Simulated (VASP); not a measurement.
# SiW8C8Cl4 in VASP: single point with PBEsol

Aim: the single point of SiW8C8Cl4 with PBEsol.

Everything below comes from runs of VASP 6.6.1. Logs are shortened: lines on timing, memory, paths and dates and some standing lists are left out, and cuts for length are marked.

## 1. The cell of the first run

The cell holds a slab with vacuum, 21 atoms: a = 5.706 Å, b = 5.706 Å, c = 20.200 Å, α = 90.00°, β = 90.00°, γ = 120.00°.

## 2. Single point, PBEsol

Contents of INCAR:

```
SYSTEM = SiW8C8Cl4
ALGO     = Normal         ! electronic algorithm
EDIFF    = 1E-6           ! SCF threshold, eV
ENCUT    = 520            ! plane-wave cutoff, eV
GGA      = PS             ! functional
ISIF     = 2              ! what is computed and relaxed
ISMEAR   = -1             ! smearing method
LASPH    = .TRUE.         ! aspherical terms in the spheres
LCHARG   = .FALSE.        ! write CHGCAR
LREAL    = Auto         
LWAVE    = .FALSE.        ! write WAVECAR
NBANDS   = 104            ! bands
NELM     = 80             ! most SCF steps
PREC     = Accurate       ! precision mode
SIGMA    = 0.15           ! smearing width, eV
```

Contents of KPOINTS:

```
k-points
0
G
  3 3 1
  0 0 0
```

Contents of POSCAR:

```
SiW8C8Cl4
1.0
    5.7058800000      0.0000000000      0.0000000000
   -2.8529400000      4.9414370000      0.0000000000
    0.0000000000      0.0000000000     20.2001350000
W C Si Cl
8 8 1 4
Direct
    0.0000000000      0.0000000000      0.0495046196
   -0.0112835262      0.0137814162      0.1890234892
   -0.0000071297      0.4999962561      0.0495046196
   -0.0155301848      0.4965357243      0.1937363290
    0.4999929897      0.0000000000      0.0495046196
    0.4986346965      0.0016999104      0.1914789183
    0.5000033858      0.4999962561      0.0495046196
    0.4889294807      0.5082732007      0.1865680601
    0.3228829885      0.1607224781      0.1184001988
    0.3192487422      0.1506849121      0.2460577615
    0.3377789110      0.6809557625      0.1180536665
    0.2938537607      0.6422828015      0.2563002673
    0.8342123426      0.1567560206      0.1156328906
    0.8380362198      0.1637377953      0.2520082168
    0.8386763900      0.6679028793      0.1188358395
    0.8135880515      0.6983798438      0.2490923947
    0.3452429190      0.9398075904      0.3221859656
    0.6745304155      1.0736957691      0.3752598683
   -0.1447817338      0.8091978103      0.3316611498
    0.2027717110      0.4713001501      0.3392502080
    0.1347668802      0.8208948126      0.4397693382
```

Potentials or basis: VASP PAW PBE potentials, release 64 (W_sv, C, Si, Cl).

Started as:

```bash
> cat potpaw_PBE.64/W_sv/POTCAR potpaw_PBE.64/C/POTCAR potpaw_PBE.64/Si/POTCAR potpaw_PBE.64/Cl/POTCAR > POTCAR
> mpirun -np 1 vasp_std > vasp.out
```

OUTCAR:

```text
SYSTEM = SiW8C8Cl4
   EDIFF = 1E-6
   ENCUT = 520
   GGA = PS
   ISIF = 2
   ISMEAR = -1
   LASPH = .TRUE.
   LREAL = Auto
   NELM = 80
   PREC = Accurate

 ion  position               nearest neighbor table
   1  0.000  0.000  0.050-  13 2.08   9 2.12  15 2.16   2 2.82   5 2.85   7 2.85   3 2.85   3 2.85
                             7 2.85   5 2.85
   2  0.989  0.014  0.189-  14 1.96  16 1.98  10 2.01  13 2.09   9 2.19  15 2.22   6 2.76   4 2.77
                             1 2.82   8 2.84   8 2.87   4 2.94   6 2.95  19 3.06
   3  1.000  0.500  0.050-  15 2.15  13 2.16  11 2.17   7 2.85   5 2.85   1 2.85   1 2.85   5 2.85
                             7 2.85   4 2.91
   4  0.984  0.497  0.194-  12 1.98  14 2.03  16 2.16  15 2.18  13 2.31  11 2.32   2 2.77   6 2.80
                             8 2.85   8 2.87   6 2.91   3 2.91   2 2.94
   5  0.500  0.000  0.050-  11 2.10  13 2.12   9 2.17   7 2.85   1 2.85   3 2.85   3 2.85   1 2.85
                             7 2.85   6 2.87
   6  0.499  0.002  0.191-  10 1.96  14 2.08  11 2.17  12 2.21   9 2.22  13 2.26  17 2.75   2 2.76
                             8 2.79   4 2.80   5 2.87   4 2.91   8 2.92   2 2.95
   7  0.500  0.500  0.050-   9 2.18  15 2.18  11 2.19   8 2.77   3 2.85   5 2.85   1 2.85   1 2.85
                             5 2.85   3 2.85
   8  0.489  0.508  0.187-  16 2.05  11 2.12  10 2.14  12 2.16   9 2.20  15 2.21   7 2.77   6 2.79
                             2 2.84   4 2.85   4 2.87   2 2.87   6 2.92
   9  0.323  0.161  0.118-   1 2.12   5 2.17   7 2.18   2 2.19   8 2.20   6 2.22
  10  0.319  0.151  0.246-   6 1.96  17 2.00   2 2.01   8 2.14
  11  0.338  0.681  0.118-   5 2.10   8 2.12   3 2.17   6 2.17   7 2.19   4 2.32
  12  0.294  0.642  0.256-  20 1.88   4 1.98  17 2.06   8 2.16   6 2.21
  13  0.834  0.157  0.116-   1 2.08   2 2.09   5 2.12   3 2.16   6 2.26   4 2.31
  14  0.838  0.164  0.252-   2 1.96   4 2.03   6 2.08
  15  0.839  0.668  0.119-   3 2.15   1 2.16   4 2.18   7 2.18   8 2.21   2 2.22
  16  0.814  0.698  0.249-  19 1.76   2 1.98   8 2.05   4 2.16
  17  0.345  0.940  0.322-  18 1.96  10 2.00  12 2.06  20 2.40  19 2.52  21 2.59   6 2.75
  18  0.675  0.074  0.375-  17 1.96  19 2.38
  19  0.855  0.809  0.332-  16 1.76  18 2.38  17 2.52   2 3.06
  20  0.203  0.471  0.339-  12 1.88  17 2.40
  21  0.135  0.821  0.440-  17 2.59

  LATTYP: Found a hexagonal cell.
 ALAT       =     5.7058800000
 C/A-ratio  =     3.5402313053

  Lattice vectors:

 A1 = (   5.7058800000,   0.0000000000,   0.0000000000)
 A2 = (  -2.8529400000,   4.9414370000,   0.0000000000)
 A3 = (   0.0000000000,   0.0000000000,  20.2001350000)

Analysis of symmetry for initial positions (statically):
=====================================================================
 Subroutine PRICEL returns:
 Original cell was already a primitive cell.

 Routine SETGRP: Setting up the symmetry group for a
[... 149 lines left out ...]
   NELECT =     176.0000    total number of electrons
   NUPDOWN=      -1.0000    fix difference up-down
   EMIN   =  10.00;   EMAX   =-10.00  energy-range for DOS
   EFERMI =   0.00;   METHOD = LEGACY
   ISMEAR =    -1;   SIGMA  =   0.15  broadening in eV -4-tet -1-fermi 0-gaus
   EFERMI_NEDOS =   21; number of points for ismear=-14 and -15
   IALGO  =     38    algorithm
   IMIX   =      4    mixing-type and parameters
     AMIX     =   0.40;   BMIX     =  1.00
     AMIX_MAG =   1.60;   BMIX_MAG =  1.00
  volume/ion in A,a.u.               =      27.12       183.02
  Fermi-wavevector in a.u.,A,eV,Ry     =   1.106800  2.091548 16.667210  1.225005
  Thomas-Fermi vector in A             =   2.243305
   LORBIT       =      0    0 simple, 1 ext, 2 COOP (PROOUT), +10 PAW based schemes
   GGA     = PS    functional components
   LHFCALC =     F    Hartree Fock is set to
   AEXX    =    0.0000 exact exchange contribution
   IVDW    =     0    specifies the selected vdW correction
   LEPSILON=     F    determine dielectric tensor
   LRPA    =     F    only Hartree local field effects (RPA)
 non-spin polarized calculation
  energy-cutoff  :      520.00
  volume of cell :      569.55
 maximum number of plane-waves:     15354
 NGX is ok and might be reduce to    42
   NGX = 21   NGY = 21   NGZ = 75

 number of electron     176.0000005 magnetization

 Free energy of the ion-electron system (eV)
  ---------------------------------------------------
  ext. energy  EPLUGINS =         0.00000000
  ---------------------------------------------------
  free energy    TOTEN  =      -188.38706606 eV

  energy without entropy =     -187.90514646  energy(sigma->0) =     -188.14610626

 E-fermi :   0.7921     XC(G=0):  -6.5137

 val. band max:        0.7800842095   @ k =   0.0000   0.3333   0.0000
 cond. band min:       0.8087740218   @ k =   0.3333   0.0000   0.0000
 fundamental gap:      0.0286898123
 Fermi energy:         0.7920686093

 k-point     1 :       0.0000    0.0000    0.0000
  band No.  band energies     occupation
      1     -73.0782      2.00000
      2     -73.0385      2.00000
      3     -73.0118      2.00000
      4     -73.0053      2.00000
      5     -72.9952      2.00000
      6     -72.8332      2.00000
[... 504 lines left out ...]
     99       3.3042      0.00000
    100       3.5111      0.00000
 [bands above 100 left out]

------------------------ aborting loop because EDIFF is reached ----------------------------------------

  FORCE on cell =-STRESS in cart. coord.  units (eV):
  Direction    XX          YY          ZZ          XY          YZ          ZX
  --------------------------------------------------------------------------------------
  -------------------------------------------------------------------------------------
  Total       26.2591012     18.0692834      5.8279865      0.3156052      3.6334365      4.6009431
  in kB       73.8686686     50.8301443     16.3945292      0.8878193     10.2211081     12.9427712
  external PRESSURE =      47.0311140 kB  Pullay stress =       0.0000000 kB

 VOLUME and BASIS-vectors are now :
 -----------------------------------------------------------------------------
  energy-cutoff  :      520.00
  volume of cell :      569.55
      direct lattice vectors                 reciprocal lattice vectors
     5.705880000  0.000000000  0.000000000     0.175257804  0.101185141  0.000000000
    -2.852940000  4.941437000  0.000000000     0.000000000  0.202370282  0.000000000
     0.000000000  0.000000000 20.200135000     0.000000000  0.000000000  0.049504620

 POSITION                                       TOTAL-FORCE (eV/Angst)
 -----------------------------------------------------------------------------------
      0.00000      0.00000      1.00000         0.185242     -0.326501      0.159912
      5.60218      0.06810      3.81830         2.392559     -0.481562     -1.083951
      4.27938      2.47070      1.00000        -0.189323      0.188598      1.167206
      4.20068      2.45360      3.91350        -1.136102      0.413106     -2.689038
      2.85290      0.00000      1.00000        -0.290436      0.128275      0.630808
      2.84030      0.00840      3.86790         0.191022     -0.328786     -1.231177
[... 13 lines left out ...]
     -0.18760      2.32890      6.85290         1.219848      0.907067      0.106393
     -1.57300      4.05640      8.88340         0.101628      0.674755     -0.207576
 -----------------------------------------------------------------------------------
    total drift:                                0.021796      0.014050     -0.010904

  FREE ENERGIE OF THE ION-ELECTRON SYSTEM (eV)
  ---------------------------------------------------
  free  energy   TOTEN  =      -188.3870660552 eV

  energy  without entropy=     -187.9051464577  energy(sigma->0) =     -188.14610626
```

Run time: 18 min. Hardware: 1 thread of Intel Xeon Platinum 8488C (Sapphire Rapids), shared host; peak memory 0.67 GiB.

What came out:

```yaml
Free_energy: -188.3871 eV
Largest_force: 4.726 eV/Å
Band_gap_on_the_k_mesh: zero (bands 88 and 89 overlap by 0.75 eV)
```

Forces in eV/Å, atoms in the order of the input:
```
W    0.185 -0.327  0.160
W    2.393 -0.482 -1.084
W   -0.189  0.189  1.167
W   -1.136  0.413 -2.689
W   -0.290  0.128  0.631
W    0.191 -0.329 -1.231
W   -0.048  0.032  0.624
W    0.786 -1.520  0.993
C    0.821  0.829 -1.348
C    0.070  1.280  3.081
C   -0.487 -1.120 -0.809
C    1.139  0.449  1.936
C   -1.574  1.468 -0.915
C   -1.830  0.899 -0.922
C   -0.796 -0.174 -1.186
C    0.379 -1.826  2.107
Si  -2.516 -0.351 -0.917
Cl  -1.096  2.433  2.049
Cl   2.676 -3.575 -1.547
Cl   1.220  0.907  0.106
Cl   0.102  0.675 -0.208
```

Levels at points of the mesh, in eV from the Fermi level:
| k point | band 84 | band 85 | band 86 | band 87 | band 88 | band 89 | band 90 | band 91 | band 92 | band 93 |
| --- | --- | --- | --- | --- | --- | --- | --- | --- | --- | --- |
| (0.00, 0.00, 0.00) | -0.54 | -0.09 | 0.19 | 0.31 | 0.53 | 0.62 | 0.66 | 1.14 | 1.67 | 1.87 |

Caveat: the k points lie up to 0.42 Å⁻¹ apart, too coarse for converged energies and pressures of a metal; there is no dipole correction, which matters where the two faces differ; the PAW data sets were made with another functional, which shifts forces and pressure a little; spin-orbit coupling is left out, which moves the levels of the heavy elements.

The gap in the log of VASP goes by the Fermi energy; the results here count the filled bands.